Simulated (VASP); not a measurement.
Wanted: the native input for a VASP 6.6.1 run.

```yaml
Task: single point
Functional: PBEsol
Potentials_or_basis: VASP PAW PBE potentials, release 64 (Ti_sv, Co)
Cutoff: 520 eV
k_mesh: 12 × 12 × 12
Occupations: gaussian, width 0.1 eV
Spin: collinear spin, ferrimagnetic start
Starting_moments: "[-0.36, 1.15, 1.15, 1.15] μB"
Dipole_correction: no
Further_INCAR_settings: ALGO = Fast; EDIFF = 1e-07; NBANDS = 32
```

The structure of TiCo3 lies in POSCAR:

```
TiCo3
1.0
    3.5283937100      0.0000000000      0.0000000000
    0.0000000000      3.5283937100      0.0000000000
    0.0000000000      0.0000000000      3.5283937100
Ti Co
1 3
Direct
    0.0000000000      0.0000000000      0.0000000000
    0.0000000000      0.5000000000      0.5000000000
    0.5000000000      0.0000000000      0.5000000000
    0.5000000000      0.5000000000      0.0000000000
```

These files were run (other wordings do the same):

INCAR

```
PREC     = Accurate       # precision mode
ENCUT    = 520            # plane-wave cutoff, eV
EDIFF    = 1E-7           # SCF threshold, eV
ISMEAR   = 0              # smearing method
SIGMA    = 0.1            # smearing width, eV
LREAL    = False          # projectors in reciprocal space
LASPH    = True           # aspherical terms in the spheres
NELM     = 150            # most SCF steps
ALGO     = Fast           # electronic algorithm
ISIF     = 2              # what is computed and relaxed
LWAVE    = False          # write WAVECAR
LCHARG   = False          # write CHGCAR
ISPIN    = 2              # spin polarisation
MAGMOM   = -0.36 1.15 1.15 1.15 # initial moments
LORBIT   = 11             # projections on sites
LMAXMIX  = 4              # l up to which the mixer works
GGA      = PS             # functional
NBANDS   = 32             # bands
```

KPOINTS

```
regular mesh
0
Gamma
  12 12 12
```

Potentials or basis: VASP PAW PBE potentials, release 64 (Ti_sv, Co).

The run is started by

```sh
$ cat potpaw_PBE.64/Ti_sv/POTCAR potpaw_PBE.64/Co/POTCAR > POTCAR
$ mpirun -np 1 vasp_std > vasp.out
```

Results of the run:

```json
{
 "Pressure": "-0.7 GPa",
 "Net moment": "0.69 μB per cell",
 "Site moments": "Ti -0.08; Co +0.26 μB",
 "Valence electrons inside the program's atomic spheres": "Ti 10.49; Co 8.43"
}
```

Caveat: the PAW data sets were made with another functional, which shifts forces and pressure a little.

Wall time 4.3 min on 1 thread of AMD EPYC 7R13 Processor (Zen 3) (shared host), peak memory 0.27 GiB.
